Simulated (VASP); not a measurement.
# TiCo (Pm-3m) in VASP: a series of runs, part 2 of 2

VASP 6.6.1.

### Step 6. Density of states, BLYP, collinear spin, ferromagnetic start

The input, POSCAR:

```
TiCo
1.0
    2.9861109900      0.0000000000      0.0000000000
    0.0000000000      2.9861109900      0.0000000000
    0.0000000000      0.0000000000      2.9861109900
Co Ti
1 1
Direct
    0.5000000000      0.5000000000      0.5000000000
    0.0000000000      0.0000000000      0.0000000000
```

The input, INCAR.step1:

```
PREC = Accurate
ENCUT = 520
EDIFF = 1E-7
ISMEAR = -1
SIGMA = 0.05
LREAL = F
LASPH = T
NELM = 150
ALGO = Normal
ISIF = 2
LWAVE = F
LCHARG = T
ISPIN = 2
MAGMOM = 2 1
LMAXMIX = 4
GGA = B5
ALDAX = 1.0
AGGAX = 1.0
AGGAC = 1.0
ALDAC = 0.0
NBANDS = 22
```

The input, KPOINTS.step1:

```
Automatic mesh
0
Gamma
  5 5 5
```

The input, INCAR.step2:

```
PREC = Accurate
ENCUT = 520
EDIFF = 1E-7
ISMEAR = -5
SIGMA = 0.05
LREAL = F
LASPH = T
NELM = 150
ALGO = Normal
ISIF = 2
LWAVE = F
LCHARG = F
ISPIN = 2
MAGMOM = 2 1
LORBIT = 10
LMAXMIX = 4
GGA = B5
ALDAX = 1.0
AGGAX = 1.0
AGGAC = 1.0
ALDAC = 0.0
NEDOS = 1001
ICHARG = 11
```

The input, KPOINTS.step2:

```
Automatic mesh
0
Gamma
  8 8 8
```

Potentials or basis: VASP PAW PBE potentials, release 64 (Co, Ti_sv).

Run with:

```bash
> cat potpaw_PBE.64/Co/POTCAR potpaw_PBE.64/Ti_sv/POTCAR > POTCAR
> cp INCAR.step1 INCAR
> cp KPOINTS.step1 KPOINTS
> mpirun -np 1 vasp_std > vasp.out
> cp INCAR.step2 INCAR
> cp KPOINTS.step2 KPOINTS
> mpirun -np 1 vasp_std > vasp.out
```

OUTCAR:

```text
PREC = Accurate
   ENCUT = 520
   EDIFF = 1E-7
   ISMEAR = -5
   LREAL = F
   LASPH = T
   NELM = 150
   ISIF = 2
   ISPIN = 2
   LORBIT = 10
   GGA = B5
   ICHARG = 11

 ion  position               nearest neighbor table
   1  0.500  0.500  0.500-   2 2.59   2 2.59   2 2.59   2 2.59   2 2.59   2 2.59   2 2.59   2 2.59

   2  0.000  0.000  0.000-   1 2.59   1 2.59   1 2.59   1 2.59   1 2.59   1 2.59   1 2.59   1 2.59

  LATTYP: Found a simple cubic cell.
 ALAT       =     2.9861109900

  Lattice vectors:

 A1 = (   2.9861109900,   0.0000000000,   0.0000000000)
 A2 = (   0.0000000000,   2.9861109900,   0.0000000000)
 A3 = (   0.0000000000,   0.0000000000,   2.9861109900)

Analysis of symmetry for initial positions (statically):
=====================================================================
 Subroutine PRICEL returns:
 Original cell was already a primitive cell.

 Routine SETGRP: Setting up the symmetry group for a
 simple cubic supercell.

 Subroutine GETGRP returns: Found 48 space group operations
 (whereof 48 operations were pure point group operations)
 out of a pool of 48 trial point group operations.

The static configuration has the point symmetry O_h .

Analysis of symmetry for dynamics (positions and initial velocities):
=====================================================================
 Subroutine PRICEL returns:
 Original cell was already a primitive cell.

 Routine SETGRP: Setting up the symmetry group for a
 simple cubic supercell.

 Subroutine GETGRP returns: Found 48 space group operations
 (whereof 48 operations were pure point group operations)
 out of a pool of 48 trial point group operations.

The dynamic configuration has the point symmetry O_h .

Analysis of structural, dynamic, and magnetic symmetry:
=====================================================================
 Subroutine PRICEL returns:
 Original cell was already a primitive cell.

 Routine SETGRP: Setting up the symmetry group for a
 simple cubic supercell.

 Subroutine GETGRP returns: Found 48 space group operations
 (whereof 48 operations were pure point group operations)
 out of a pool of 48 trial point group operations.

The overall configuration has the point symmetry O_h .

 Subroutine INISYM returns: Found 48 space group operations
 (whereof 48 operations are pure point group operations),
 and found     1 'primitive' translations

----------------------------------------------------------------------------------------

                                     Primitive cell

  volume of cell :      26.6267

  direct lattice vectors                    reciprocal lattice vectors
     2.986110990  0.000000000  0.000000000     0.334883735  0.000000000  0.000000000
     0.000000000  2.986110990  0.000000000     0.000000000  0.334883735  0.000000000
     0.000000000  0.000000000  2.986110990     0.000000000  0.000000000  0.334883735

  length of vectors
     2.986110990  2.986110990  2.986110990     0.334883735  0.334883735  0.334883735

  position of ions in fractional coordinates (direct lattice)
     0.500000000  0.500000000  0.500000000
     0.000000000  0.000000000  0.000000000

  ion indices of the primitive-cell ions
   primitive index   ion index
                 1           1
                 2           2

[... 64 lines left out ...]
   PREC   = accura    normal or accurate (medium, high low for compatibility)
   ISTART =      0    job   : 0-new  1-cont  2-samecut
   ICHARG =     11    charge: 1-file 2-atom 10-const
   ISPIN  =      2    spin polarized calculation?
   LNONCOLLINEAR =      F non collinear calculations
   LSORBIT =      F    spin-orbit coupling
   LASPH  =      T    aspherical Exc in radial PAW
   ENCUT  =  520.0 eV  38.22 Ry    6.18 a.u.   5.55  5.55  5.55*2*pi/ulx,y,z
   NELM   =    150;   NELMIN=  2; NELMDL=  0     # of ELM steps
   EDIFF  = 0.1E-06   stopping-criterion for ELM
   LREAL  =      F    real-space projection
   EDIFFG = 0.1E-05   stopping-criterion for IOM
   NSW    =      0    number of steps for IOM
   IBRION =     -1    ionic relax: 0-MD 1-quasi-New 2-CG
   NFREE  =      0    steps in history (QN), initial steepest desc. (CG)
   ISIF   =      2    stress and relaxation
   ISYM   =      2    0-nonsym 1-usesym 2-fastsym
   POTIM  = 0.5000    time-step for ionic-motion
   TEBEG  =    0.0;   TEEND  =   0.0 temperature during run
   PSTRESS=    0.0 pullay stress
   NELECT =      21.0000    total number of electrons
   NUPDOWN=      -1.0000    fix difference up-down
   EMIN   =  10.00;   EMAX   =-10.00  energy-range for DOS
   EFERMI =   0.00;   METHOD = LEGACY
   ISMEAR =    -5;   SIGMA  =   0.05  broadening in eV -4-tet -1-fermi 0-gaus
   EFERMI_NEDOS =   21; number of points for ismear=-14 and -15
   IALGO  =     38    algorithm
   IMIX   =      4    mixing-type and parameters
     AMIX     =   0.40;   BMIX     =  1.00
     AMIX_MAG =   1.60;   BMIX_MAG =  1.00
  volume/ion in A,a.u.               =      13.31        89.84
  Fermi-wavevector in a.u.,A,eV,Ry     =   1.512546  2.858298 31.127355  2.287796
  Thomas-Fermi vector in A             =   2.622456
   LORBIT       =     10    0 simple, 1 ext, 2 COOP (PROOUT), +10 PAW based schemes
   GGA     = B5    functional components
   LHFCALC =     F    Hartree Fock is set to
   AEXX    =    0.0000 exact exchange contribution
   IVDW    =     0    specifies the selected vdW correction
   LEPSILON=     F    determine dielectric tensor
   LRPA    =     F    only Hartree local field effects (RPA)
 spin polarized calculation
 Fermi weights with tetrahedron method with Bloechl corrections
  energy-cutoff  :      520.00
  volume of cell :       26.63
 maximum number of plane-waves:       739
 NGX is ok and might be reduce to    24

 number of electron      20.9999983 magnetization       0.9021467

 Free energy of the ion-electron system (eV)
  ---------------------------------------------------
  ext. energy  EPLUGINS =         0.00000000
  ---------------------------------------------------
  free energy    TOTEN  =       -13.64763737 eV

  energy without entropy =      -13.64763737  energy(sigma->0) =      -13.64763737

 E-fermi :  10.3908     XC(G=0): -11.9998

 val. band max:       10.4816118804   @ k =   0.3750   0.3750   0.0000
 cond. band min:      10.3492475942   @ k =   0.5000   0.1250   0.1250
 fundamental gap:     -0.1323642862
 Fermi energy:        10.3907790546

 spin component 1

 k-point     1 :       0.0000    0.0000    0.0000
  band No.  band energies     occupation
      1     -46.6370      1.00000
      2     -22.8947      1.00000
      3     -22.8947      1.00000
      4     -22.8947      1.00000
      5       2.8944      1.00000
      6       6.2979      1.00000
[... 435 lines left out ...]
      5       6.1892      1.00000
      6       6.7714      1.00000
[... 8 lines left out ...]
     15      13.5459      0.00000
     16      14.1633      0.00000

 [... further k-points ...]

 spin component 2

 k-point     1 :       0.0000    0.0000    0.0000
  band No.  band energies     occupation
      1     -46.6051      1.00000
      2     -22.8634      1.00000
      3     -22.8634      1.00000
      4     -22.8634      1.00000
      5       2.9172      1.00000
      6       6.9399      1.00000
[... 435 lines left out ...]
      5       6.5520      1.00000
      6       7.0530      1.00000
[... 8 lines left out ...]
     15      13.7227      0.00000
     16      14.2158      0.00000

 [... further k-points ...]
[... 5 lines left out ...]
  --------------------------------------------------------------------------------------
  -------------------------------------------------------------------------------------
  Total       -1.3140301     -1.3140301     -1.3140301      0.0000000      0.0000000     -0.0000000
  in kB      -79.0675107    -79.0675107    -79.0675107      0.0000000      0.0000000     -0.0000000
  external PRESSURE =     -79.0675107 kB  Pullay stress =       0.0000000 kB

 VOLUME and BASIS-vectors are now :
 -----------------------------------------------------------------------------
  energy-cutoff  :      520.00
  volume of cell :       26.63
      direct lattice vectors                 reciprocal lattice vectors
     2.986110990  0.000000000  0.000000000     0.334883735  0.000000000  0.000000000
     0.000000000  2.986110990  0.000000000     0.000000000  0.334883735  0.000000000
     0.000000000  0.000000000  2.986110990     0.000000000  0.000000000  0.334883735

 POSITION                                       TOTAL-FORCE (eV/Angst)
 -----------------------------------------------------------------------------------
      1.49306      1.49306      1.49306         0.000000      0.000000      0.000000
      0.00000      0.00000      0.00000         0.000000      0.000000      0.000000
 -----------------------------------------------------------------------------------
    total drift:                                0.000000      0.000000     -0.000000

  FREE ENERGIE OF THE ION-ELECTRON SYSTEM (eV)
  ---------------------------------------------------
  free  energy   TOTEN  =       -13.6476373743 eV

  energy  without entropy=      -13.6476373743  energy(sigma->0) =      -13.64763737

 total charge

# of ion       s       p       d       tot
------------------------------------------
    1        0.527   0.451   7.312   8.291
    2        2.248   6.175   1.939  10.362
--------------------------------------------------
tot          2.775   6.627   9.251  18.653

 magnetization (x)

# of ion       s       p       d       tot
------------------------------------------
    1        0.027  -0.003   0.901   0.925
    2       -0.001  -0.012   0.019   0.006
--------------------------------------------------
tot          0.026  -0.015   0.920   0.931
```

Run time: 78 s. Hardware: 1 thread of AMD EPYC 7R43 (Zen 3), shared host; peak memory 0.12 GiB.

Results:

- Net moment: 0.90 μB per cell
- Site moments: Co +0.93; Ti +0.01 μB
- Valence electrons inside the program's atomic spheres: Co 8.29; Ti 10.36

Caveat: the k points lie up to 0.42 Å⁻¹ apart; the PAW data sets were made with another functional, which shifts forces and pressure a little; tetrahedron occupations give inexact forces and stress in metals.

### Step 7. Single point, PBE+D3(BJ)+U, collinear spin, ferrimagnetic start

The input, INCAR:

```
PREC = Accurate
ENCUT = 520
EDIFF = 1E-6
ISMEAR = 1
SIGMA = 0.1
LREAL = False
LASPH = True
NELM = 150
ALGO = Fast
ISIF = 2
LWAVE = False
LCHARG = False
ISPIN = 2
MAGMOM = 2 -1
LORBIT = 11
LMAXMIX = 4
LDAU = True
LDAUTYPE = 2
LDAUL = 2 2
LDAUU = 5.3 4
LDAUJ = 0 0
LDAUPRINT = 1
GGA = PE
IVDW = 12
NBANDS = 22
```

The input, KPOINTS:

```
Automatic mesh
0
Gamma
  9 9 9
```

POSCAR is that of step 6.

Run with:

```bash
> cat potpaw_PBE.64/Co/POTCAR potpaw_PBE.64/Ti_sv/POTCAR > POTCAR
> mpirun -np 1 vasp_std > vasp.out
```

It took 20 s on 1 thread of Intel Xeon 6975P-C (Granite Rapids), shared host; peak memory 0.17 GiB.

The run converged. Its results:

```yaml
Free_energy: -10.1744 eV
Pressure: 11.0 GPa
Band_gap_on_the_k_mesh: zero (filled and empty bands overlap)
Net_moment: 0.99 μB per cell
Site_moments: Co +1.78; Ti -0.54 μB
Valence_electrons_inside_the_program's_atomic_spheres: Co 8.43; Ti 10.19
Dispersion_energy_per_atom: -0.538 eV
```

Levels at points of the mesh, in eV from the Fermi level:
Spin up:
```tsv
k point	band 7	band 8	band 9	band 10	band 11	band 12	band 13	band 14	band 15	band 16
(0.00, 0.00, 0.00)	-6.00	-3.68	-3.68	-3.68	0.74	0.74	3.12	3.12	3.12	8.80
```
Spin down:
| k point | band 6 | band 7 | band 8 | band 9 | band 10 | band 11 | band 12 | band 13 | band 14 | band 15 |
| --- | --- | --- | --- | --- | --- | --- | --- | --- | --- | --- |
| (0.00, 0.00, 0.00) | -2.57 | -2.57 | -2.40 | -2.40 | -2.40 | 2.69 | 2.69 | 2.69 | 2.75 | 2.75 |

Eigenvalues of the final occupation matrices:
| site | spin | trace | eigenvalues |
| --- | --- | --- | --- |
| site 1 d | 1 | 4.58 | 0.90 0.90 0.90 0.94 0.94 |
| site 1 d | 2 | 2.80 | 0.13 0.13 0.84 0.84 0.84 |
| site 2 d | 1 | 0.62 | 0.06 0.06 0.17 0.17 0.17 |
| site 2 d | 2 | 1.11 | 0.22 0.22 0.22 0.23 0.23 |

Caveat: pairwise dispersion overbinds metals, which lowers pressure and volume; the U is typed as a test and isn't derived for this compound.

### Step 8. Overview

| task | level | potentials or basis | spin | U | k mesh | cutoff (eV) | smearing | ions in elastic constants | k mesh for the DOS | occupations for the DOS | moment (μB) |
| --- | --- | --- | --- | --- | --- | --- | --- | --- | --- | --- | --- |
| elastic constants | PBE | VASP PAW PBE potentials, release 64 (Co, Ti_sv) | collinear, ferromagnetic start | - | 7 × 7 × 7 | 600 | fermi-dirac 0.05 eV | relaxed | - | - | 0.83 |
| density of states | LDA | VASP PAW LDA potentials, release 64 (Co, Ti_sv) | collinear, ferromagnetic start | - | 5 × 5 × 5 | 520 | fermi-dirac 0.05 eV | - | 8 × 8 × 8 | tetrahedron | 0.82 |
| density of states | RPBE | VASP PAW PBE potentials, release 64 (Co, Ti_sv) | collinear, ferromagnetic start | - | 5 × 5 × 5 | 520 | fermi-dirac 0.05 eV | - | 8 × 8 × 8 | tetrahedron | 0.90 |
| density of states | revPBE | VASP PAW PBE potentials, release 64 (Co, Ti_sv) | collinear, ferromagnetic start | - | 5 × 5 × 5 | 520 | fermi-dirac 0.05 eV | - | 8 × 8 × 8 | tetrahedron | 0.90 |
| density of states | BLYP | VASP PAW PBE potentials, release 64 (Co, Ti_sv) | collinear, ferromagnetic start | - | 5 × 5 × 5 | 520 | fermi-dirac 0.05 eV | - | 8 × 8 × 8 | tetrahedron | 0.90 |
| single point | PBE+D3(BJ)+U | VASP PAW PBE potentials, release 64 (Co, Ti_sv) | collinear, ferrimagnetic start | Co d U = 5.3 eV, Ti d U = 4.0 eV | 9 × 9 × 9 | 520 | methfessel-paxton 0.1 eV | - | - | - | 0.99 |

Alike in all rows: cell as given.

Caveats: some runs use coarse meshes; tetrahedron occupations give inexact forces and stress in metals (some runs); the PAW data sets were made with another functional, which shifts forces and pressure a little (some runs); pairwise dispersion overbinds metals, which lowers pressure and volume (some runs); the U is typed as a test and isn't derived for this compound (some runs).

Absolute energies hang on the potentials; compare differences alone.
